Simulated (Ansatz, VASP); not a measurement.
# Two plane-wave programs on In2O3

INCAR

```
PREC = Accurate
ENCUT = 520
EDIFF = 1E-6
ISMEAR = -1
SIGMA = 0.02
LREAL = False
LASPH = True
NELM = 80
ALGO = Normal
ISIF = 2
LWAVE = False
LCHARG = False
GGA = PE
NBANDS = 55
```

KPOINTS

```
regular mesh
0
Gamma
  6 6 6
```

File POSCAR:

```
In2O3
1.0
    2.6988265574      1.5581682395      4.9597255893
   -2.6988265574      1.5581682395      4.9597255893
    0.0000000000     -3.1163364788      4.9597255894
In O
4 6
Direct
    0.6447018050      0.6447018050      0.6447018050
    0.8552981950      0.8552981950      0.8552981950
    0.3552981950      0.3552981950      0.3552981950
    0.1447018050      0.1447018050      0.1447018050
    0.0472387417      0.7500000000      0.4527612583
    0.7500000000      0.4527612583      0.0472387417
    0.4527612583      0.0472387417      0.7500000000
    0.9527612583      0.2500000000      0.5472387417
    0.5472387417      0.9527612583      0.2500000000
    0.2500000000      0.5472387417      0.9527612583
```

Input for Ansatz:

```yaml
crystal:
  lattice:
    - [2.6988265574, 1.5581682395, 4.9597255893]
    - [-2.6988265574, 1.5581682395, 4.9597255893]
    - [0.0, -3.1163364788, 4.9597255894]
  atoms:
    - { symbol: In, position: [0.644701805, 0.644701805, 0.644701805] }
    - { symbol: In, position: [0.855298195, 0.855298195, 0.855298195] }
    - { symbol: In, position: [0.355298195, 0.355298195, 0.355298195] }
    - { symbol: In, position: [0.144701805, 0.144701805, 0.144701805] }
    - { symbol: O, position: [0.0472387417, 0.75, 0.4527612583] }
    - { symbol: O, position: [0.75, 0.4527612583, 0.0472387417] }
    - { symbol: O, position: [0.4527612583, 0.0472387417, 0.75] }
    - { symbol: O, position: [0.9527612583, 0.25, 0.5472387417] }
    - { symbol: O, position: [0.5472387417, 0.9527612583, 0.25] }
    - { symbol: O, position: [0.25, 0.5472387417, 0.9527612583] }
kpoints:
  mp_grid: { grid: [6, 6, 6] }
  band_path:
    path:
      - [0.0, 0.0, 0.0]
      - [0.5, 0.5, 0.5]
      - [0.7617877973, 0.2382122027, 0.5]
      - [0.5, -0.2382122027, 0.2382122027]
      - [0.5, 0.0, 0.0]
      - [0.3691061014, -0.3691061014, 0.0]
      - [0.6308938986, 0.0, 0.3691061014]
      - [0.5, 0.0, 0.5]
    npoints: 1
hamiltonian:
  xc: pbe
scf:
  occupations: { method: fermi_dirac, width: 0.02 }
  n_extra_bands: 6
output:
  forces: true
  stress: true
  eigenvalues: true
```

Change from the starting cell: epitaxial_xy strain -2.0%.

Alike in both runs: task single point; functional PBE; k mesh 6 × 6 × 6; occupations fermi-dirac, width 0.02 eV; no spin polarisation.

```csv
,VASP,Ansatz
version,VASP 6.6.1,Ansatz 0.2.0
potentials or method,"VASP PAW PBE potentials, release 64 (In_d, O)","plane waves, PAW"
plane-wave cutoff (eV),520,420
valence electrons in the cell,88,88
```

```tsv
	VASP	Ansatz	Ansatz less VASP
gap on the k mesh at the Fermi level (eV)	1.34	1.34	+0.007
pressure (GPa)	11.5	10.9	-0.54
traceless stress, the component that is largest in VASP (GPa)	-4.65	-4.56	+0.094
rms of the force components (eV/Å)	0.031	0.035	+0.0044
```

Atom by atom the forces differ by 0.007 eV/Å (rms over components).
